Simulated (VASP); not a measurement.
## Ta3N: relaxation of cell and atoms with PBE

Crystal: Ta3N.

```
Ta N
1.0
     3.89934    0.00000    0.00000
     0.00000    3.89934    0.00000
     0.00000    0.00000    3.89934
Ta N
3 1
Direct
  0.00000 0.50000 0.50000
  0.50000 0.00000 0.50000
  0.50000 0.50000 0.00000
  0.00000 0.00000 0.00000
```

| Quantity | Value |
| --- | --- |
| Program | VASP 6.6.1 |
| Task | relaxation of cell and atoms |
| Functional | PBE |
| Potentials or basis | VASP PAW PBE potentials, release 64 (Ta_pv, N) |
| Cutoff | 600 eV |
| k mesh | 4 × 4 × 4 |
| Occupations | gaussian, width 0.1 eV |
| Spin | no spin polarisation |
| Dipole correction | no |
| Further INCAR settings | ALGO = Normal; EDIFF = 1e-06; IBRION = 2; EDIFFG = -0.04; NSW = 90; ISIF = 3 |

```yaml
Relaxed_volume: 15.68 Å³/atom
Relaxed_cell: a = 3.973 Å, b = 3.973 Å, c = 3.973 Å, α = 90.00°, β = 90.00°, γ = 90.00°
Space_group_after_relaxing_to_0.1_Å: Pm-3m (No. 221)
Energy_gained_by_relaxing: 26.9 meV/atom
Ionic_steps: 3
Pressure_after_relaxing: -0.2 GPa
Band_gap_on_the_k_mesh: zero (bands 19 and 20 overlap by 2.64 eV)
```

Step by step:
```
step  energy change (eV)  largest force (eV/Å)  pressure (GPa)  volume (Å³)
   1              0.0000                0.0000           10.78        59.29
   2              0.1292                0.0000          -12.48        68.26
   3             -0.1074                0.0000           -0.21        62.72
```

Final structure:
```
Ta N
1.0
     3.97305    0.00000    0.00000
     0.00000    3.97305    0.00000
     0.00000    0.00000    3.97305
Ta N
3 1
Direct
  0.00000 0.50000 0.50000
  0.50000 0.00000 0.50000
  0.50000 0.50000 0.00000
  0.00000 0.00000 0.00000
```

Levels at points of the mesh, in eV from the Fermi level:
```
           k point  band 15  band 16  band 17  band 18  band 19  band 20  band 21  band 22  band 23
(0.00, 0.00, 0.00)    -3.21    -3.21    -2.95    -2.95    -2.95    -2.50     2.44     2.44     2.44
(0.50, 0.00, 0.00)    -2.61    -1.05    -1.02    -0.26    -0.03    -0.03     0.87     0.87     1.01
(0.50, 0.50, 0.00)    -2.01    -2.01    -1.49     0.14     0.14     1.15     1.23     1.23     1.41
(0.50, 0.50, 0.50)    -3.72    -3.72    -0.96    -0.16    -0.16    -0.16     1.41     1.96     1.96
```

It took 72 s on 1 thread of Intel(R) Xeon(R) Platinum 8375C CPU @ 2.90GHz (Ice Lake), on a shared host, peak memory 0.19 GiB.

Caveat: the k points lie up to 0.40 Å⁻¹ apart in the final cell, too coarse for converged energies and pressures of a metal; spin-orbit coupling is left out, which moves the levels of the heavy elements.
